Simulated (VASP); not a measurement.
# Ag (I4/mmm) in VASP: further runs

Ag is run at these levels: PBE; tasks: single point.

Program: VASP 6.6.1. These are calculated values, not measurements. Logs are shortened: lines on timing, memory, paths and dates and some standing lists are left out, and cuts for length are marked.

## (1) The cell of the first run

The structure is tetragonal, space group I4/mmm (No. 139). Conventional cell: a = 2.889 Å, b = 2.889 Å, c = 3.964 Å, α = 90.00°, β = 90.00°, γ = 90.00°. Ag (site symmetry 4/mmm) has 12 Ag at 2.85 to 2.89 Å within 3.8 Å.

## (2) Single point, PBE (zz strain of -3 %)

The input, INCAR:

```
SYSTEM = Ag
PREC = Accurate ; ENCUT = 520
EDIFF = 1E-6 ; ISMEAR = -1
SIGMA = 0.05 ; LREAL = .False.
LASPH = .True. ; NELM = 100
ALGO = Normal ; ISIF = 2
LWAVE = .False. ; LCHARG = .False.
GGA = PE ; NBANDS = 12
```

The input, KPOINTS:

```
Automatic mesh
0
Gamma
  15 15 15
  0 0 0
```

The input, POSCAR:

```
Ag
1.0
    0.0000000000      2.0431000000      1.9818070000
    2.0431000000      0.0000000000      1.9818070000
    2.0431000000      2.0431000000      0.0000000000
Ag
1
Direct
    0.0000000000      0.0000000000      0.0000000000
```

Potentials or basis: VASP PAW PBE potentials, release 64 (Ag).

Command:

```sh
$ cat potpaw_PBE.64/Ag/POTCAR > POTCAR
$ mpirun -np 1 vasp_std > vasp.out
```

OUTCAR:

```text
SYSTEM = Ag
   PREC = Accurate
   ENCUT = 520
   EDIFF = 1E-6
   ISMEAR = -1
   LREAL = .False.
   LASPH = .True.
   NELM = 100
   ISIF = 2
   GGA = PE

 ion  position               nearest neighbor table
   1  0.000  0.000  0.000-

  LATTYP: Found a body centered tetragonal cell.
 ALAT       =     2.8893797293
 C/A-ratio  =     1.3717871555

  Lattice vectors:

 A1 = (   0.0000000000,  -2.0431000000,  -1.9818070000)
 A2 = (   0.0000000000,   2.0431000000,  -1.9818070000)
 A3 = (   2.0431000000,   0.0000000000,   1.9818070000)

Analysis of symmetry for initial positions (statically):
=====================================================================
 Subroutine PRICEL returns:
 Original cell was already a primitive cell.

 Routine SETGRP: Setting up the symmetry group for a
 body centered tetragonal supercell.

 Subroutine GETGRP returns: Found 16 space group operations
 (whereof 16 operations were pure point group operations)
 out of a pool of 16 trial point group operations.

The static configuration has the point symmetry D_4h.

Analysis of symmetry for dynamics (positions and initial velocities):
=====================================================================
 Subroutine PRICEL returns:
 Original cell was already a primitive cell.

 Routine SETGRP: Setting up the symmetry group for a
 body centered tetragonal supercell.

 Subroutine GETGRP returns: Found 16 space group operations
 (whereof 16 operations were pure point group operations)
 out of a pool of 16 trial point group operations.

The dynamic configuration has the point symmetry D_4h.

 Subroutine INISYM returns: Found 16 space group operations
 (whereof 16 operations are pure point group operations),
 and found     1 'primitive' translations

----------------------------------------------------------------------------------------

                                     Primitive cell

  volume of cell :      16.5451

  direct lattice vectors                    reciprocal lattice vectors
     0.000000000  2.043100000  1.981807000    -0.244726151  0.244726151  0.252295001
     2.043100000  0.000000000  1.981807000     0.244726151 -0.244726151  0.252295001
     2.043100000  2.043100000  0.000000000     0.244726151  0.244726151 -0.252295001

  length of vectors
     2.846369020  2.846369020  2.889379729     0.428292594  0.428292594  0.428292594

  position of ions in fractional coordinates (direct lattice)
     0.000000000  0.000000000  0.000000000

  ion indices of the primitive-cell ions
   primitive index   ion index
                 1           1

----------------------------------------------------------------------------------------

 KPOINTS: Automatic mesh

Automatic generation of k-mesh.
 Grid dimensions read from file:
 generate k-points for:   15   15   15

 Generating k-lattice:

  Cartesian coordinates                     Fractional coordinates (reciprocal lattice)
    -0.016315077  0.016315077  0.016819667     0.066666667 -0.000000000  0.000000000
     0.016315077 -0.016315077  0.016819667    -0.000000000  0.066666667  0.000000000
     0.016315077  0.016315077 -0.016819667     0.000000000  0.000000000  0.066666667

  Length of vectors
     0.028552840  0.028552840  0.028552840

  Shift w.r.t. Gamma in fractional coordinates (k-lattice)
     0.000000000  0.000000000  0.000000000

 Subroutine IBZKPT returns following result:
 ===========================================

 Found    288 irreducible k-points:

 Following reciprocal coordinates:
            Coordinates               Weight
  0.000000  0.000000  0.000000      1.000000
  0.066667 -0.000000  0.000000      8.000000
  0.133333  0.000000  0.000000      8.000000
  0.200000 -0.000000  0.000000      8.000000
  0.266667  0.000000  0.000000      8.000000
  0.333333 -0.000000  0.000000      8.000000
[... 16 lines left out ...]
  0.133333  0.133333  0.000000      2.000000
  0.200000  0.133333  0.000000      8.000000
 [... further k-points ...]
   k-points           NKPTS =    288   k-points in BZ     NKDIM =    288   number of bands    NBANDS=     12
   number of dos      NEDOS =    301   number of ions     NIONS =      1
   total plane-waves  NPLWV =  13824
   dimension x,y,z NGX =    24 NGY =   24 NGZ =   24
   dimension x,y,z NGXF=    48 NGYF=   48 NGZF=   48
   ions per type =               1
   NGX,Y,Z   is equivalent  to a cutoff of  14.02, 14.02, 13.81 a.u.
   NGXF,Y,Z  is equivalent  to a cutoff of  28.04, 28.04, 27.62 a.u.
 SYSTEM =  Ag
   PREC   = accura    normal or accurate (medium, high low for compatibility)
   ISTART =      0    job   : 0-new  1-cont  2-samecut
   ICHARG =      2    charge: 1-file 2-atom 10-const
   ISPIN  =      1    spin polarized calculation?
   LNONCOLLINEAR =      F non collinear calculations
   LSORBIT =      F    spin-orbit coupling
   LASPH  =      T    aspherical Exc in radial PAW
   ENCUT  =  520.0 eV  38.22 Ry    6.18 a.u.   5.29  5.29  5.37*2*pi/ulx,y,z
   NELM   =    100;   NELMIN=  2; NELMDL= -5     # of ELM steps
   EDIFF  = 0.1E-05   stopping-criterion for ELM
   LREAL  =      F    real-space projection
   EDIFFG = 0.1E-04   stopping-criterion for IOM
   NSW    =      0    number of steps for IOM
   IBRION =     -1    ionic relax: 0-MD 1-quasi-New 2-CG
   NFREE  =      0    steps in history (QN), initial steepest desc. (CG)
   ISIF   =      2    stress and relaxation
   ISYM   =      2    0-nonsym 1-usesym 2-fastsym
   POTIM  = 0.5000    time-step for ionic-motion
   TEBEG  =    0.0;   TEEND  =   0.0 temperature during run
   PSTRESS=    0.0 pullay stress
   NELECT =      11.0000    total number of electrons
   NUPDOWN=      -1.0000    fix difference up-down
   EMIN   =  10.00;   EMAX   =-10.00  energy-range for DOS
   EFERMI =   0.00;   METHOD = LEGACY
   ISMEAR =    -1;   SIGMA  =   0.05  broadening in eV -4-tet -1-fermi 0-gaus
   EFERMI_NEDOS =   21; number of points for ismear=-14 and -15
   IALGO  =     38    algorithm
   IMIX   =      4    mixing-type and parameters
     AMIX     =   0.40;   BMIX     =  1.00
     AMIX_MAG =   1.60;   BMIX_MAG =  1.00
  volume/ion in A,a.u.               =      16.55       111.65
  Fermi-wavevector in a.u.,A,eV,Ry     =   1.428835  2.700107 27.777253  2.041571
  Thomas-Fermi vector in A             =   2.548854
   LORBIT       =      0    0 simple, 1 ext, 2 COOP (PROOUT), +10 PAW based schemes
   GGA     = PE    functional components
   LHFCALC =     F    Hartree Fock is set to
   AEXX    =    0.0000 exact exchange contribution
   IVDW    =     0    specifies the selected vdW correction
   LEPSILON=     F    determine dielectric tensor
   LRPA    =     F    only Hartree local field effects (RPA)
 non-spin polarized calculation
  energy-cutoff  :      520.00
  volume of cell :       16.55
 maximum number of plane-waves:       461
 NGX is ok and might be reduce to    24
   NGX = 11   NGY = 11   NGZ = 11

 number of electron      11.0000003 magnetization

 Free energy of the ion-electron system (eV)
  ---------------------------------------------------
  ext. energy  EPLUGINS =         0.00000000
  ---------------------------------------------------
  free energy    TOTEN  =        -2.68447985 eV

  energy without entropy =       -2.68179504  energy(sigma->0) =       -2.68313745

 E-fermi :   9.0056     XC(G=0): -12.3912

 val. band max:        8.9969725189   @ k =   0.4667  -0.0000   0.2667
 cond. band min:       9.0466922011   @ k =  -0.3333   0.2000   0.0667
 fundamental gap:      0.0497196822
 Fermi energy:         9.0055787944

 k-point     1 :       0.0000    0.0000    0.0000
  band No.  band energies     occupation
      1       0.8636      2.00000
      2       3.8700      2.00000
      3       3.8700      2.00000
      4       4.0664      2.00000
      5       4.9186      2.00000
      6       5.1212      2.00000
      7      24.9568      0.00000
      8      28.5502      0.00000
      9      28.5502      0.00000
     10      29.0052      0.00000
     11      33.5826      0.00000
     12      34.6779      0.00000

 k-point     2 :       0.0667   -0.0000    0.0000
  band No.  band energies     occupation
      1       1.0059      2.00000
      2       3.8590      2.00000
      3       3.9103      2.00000
      4       4.0832      2.00000
      5       4.9071      2.00000
      6       5.1018      2.00000
      7      24.9929      0.00000
      8      27.5499      0.00000
      9      28.6254      0.00000
     10      28.9371      0.00000
     11      33.6273      0.00000
     12      34.6519      0.00000

 k-point     3 :       0.1333    0.0000    0.0000
  band No.  band energies     occupation
      1       1.4082      2.00000
      2       3.8175      2.00000
      3       4.0040      2.00000
      4       4.1552      2.00000
      5       4.8998      2.00000
      6       5.0660      2.00000
      7      24.4100      0.00000
      8      26.0691      0.00000
      9      28.8011      0.00000
     10      29.0784      0.00000
     11      32.5009      0.00000
     12      33.8932      0.00000
[... 286 lines left out ...]
 k-point    23 :       0.1333    0.1333    0.0000
  band No.  band energies     occupation
      1       1.6223      2.00000
      2       3.7510      2.00000
      3       4.1511      2.00000
      4       4.1511      2.00000
      5       4.8583      2.00000
      6       5.0606      2.00000
      7      25.1876      0.00000
      8      26.8120      0.00000
      9      26.9112      0.00000
     10      26.9112      0.00000
     11      34.1636      0.00000
     12      34.2434      0.00000

 k-point    24 :       0.2000    0.1333    0.0000
  band No.  band energies     occupation
      1       2.0648      2.00000
      2       3.6030      2.00000
      3       4.2812      2.00000
      4       4.2900      2.00000
      5       4.8316      2.00000
      6       5.1502      2.00000
      7      24.1042      0.00000
      8      25.6180      0.00000
      9      26.1495      0.00000
     10      27.7156      0.00000
     11      32.2404      0.00000
     12      34.3480      0.00000

 [... further k-points ...]

------------------------ aborting loop because EDIFF is reached ----------------------------------------

  FORCE on cell =-STRESS in cart. coord.  units (eV):
  Direction    XX          YY          ZZ          XY          YZ          ZX
  --------------------------------------------------------------------------------------
  -------------------------------------------------------------------------------------
  Total        0.8405263      0.8405263      0.8818404      0.0000000     -0.0000000      0.0000000
  in kB       81.3937920     81.3937920     85.3945178      0.0000000     -0.0000000      0.0000000
  external PRESSURE =      82.7273673 kB  Pullay stress =       0.0000000 kB

 VOLUME and BASIS-vectors are now :
 -----------------------------------------------------------------------------
  energy-cutoff  :      520.00
  volume of cell :       16.55
      direct lattice vectors                 reciprocal lattice vectors
     0.000000000  2.043100000  1.981807000    -0.244726151  0.244726151  0.252295001
     2.043100000  0.000000000  1.981807000     0.244726151 -0.244726151  0.252295001
     2.043100000  2.043100000  0.000000000     0.244726151  0.244726151 -0.252295001

 POSITION                                       TOTAL-FORCE (eV/Angst)
 -----------------------------------------------------------------------------------
      0.00000      0.00000      0.00000         0.000000     -0.000000     -0.000000
 -----------------------------------------------------------------------------------
    total drift:                               -0.000000      0.000000     -0.000000

  FREE ENERGIE OF THE ION-ELECTRON SYSTEM (eV)
  ---------------------------------------------------
  free  energy   TOTEN  =        -2.6844798523 eV

  energy  without entropy=       -2.6817950419  energy(sigma->0) =       -2.68313745
```

Wall time 15 s (1 thread of Intel Xeon 6975P-C (Granite Rapids), shared host); peak memory 0.18 GiB.

Results:

```
Free energy            : -2.6845 eV
Pressure               : 8.3 GPa
Band gap on the k mesh : zero (an odd number of electrons rules out a gap without spin polarisation)
```

Stress tensor (GPa, compression positive):
```
8.14 0.00 0.00
0.00 8.14 0.00
0.00 0.00 8.54
```

Caveat: the cell differs from its parent crystal (zz strain of -3 %); the cell stands under pressure.

## (3) Single point, PBE (zz strain of -2 %)

The input, INCAR:

```
SYSTEM = Ag
PREC = Accurate
ENCUT = 520
EDIFF = 1E-6
ISMEAR = -1
SIGMA = 0.05
LREAL = .FALSE.
LASPH = .TRUE.
NELM = 60
ALGO = Normal
ISIF = 2
LWAVE = .FALSE.
LCHARG = .TRUE.
GGA = PE
LELF = .TRUE.
LVHAR = .TRUE.
NBANDS = 12
```

The input, KPOINTS:

```
Automatic mesh
0
G
  15 15 15
  0 0 0
```

The input, POSCAR:

```
Ag
1.0
    0.0000000000      2.0431000000      2.0022380000
    2.0431000000      0.0000000000      2.0022380000
    2.0431000000      2.0431000000      0.0000000000
Ag
1
Direct
    0.0000000000      0.0000000000      0.0000000000
```

Potentials or basis: VASP PAW PBE potentials, release 64 (Ag).

Command:

```sh
$ cat potpaw_PBE.64/Ag/POTCAR > POTCAR
$ mpirun -np 1 vasp_std > vasp.out
```

Wall time 16 s (1 thread of Intel Xeon 6975P-C (Granite Rapids), shared host); peak memory 0.18 GiB.

The run converged. Its results:

```
Free energy            : -2.6928 eV
Pressure               : 6.9 GPa
Band gap on the k mesh : zero (an odd number of electrons rules out a gap without spin polarisation)
```

Stress tensor (GPa, compression positive):
```
6.85 0.00 0.00
0.00 6.85 0.00
0.00 0.00 6.97
```

Levels at points of the mesh, in eV from the Fermi level:
```tsv
k point	band 3	band 4	band 5	band 6	band 7	band 8	band 9	band 10
(0.00, 0.00, 0.00)	-5.08	-4.95	-4.03	-3.90	15.92	19.51	19.51	19.80
```

Caveat: the cell differs from its parent crystal (zz strain of -2 %); the cell stands under pressure.
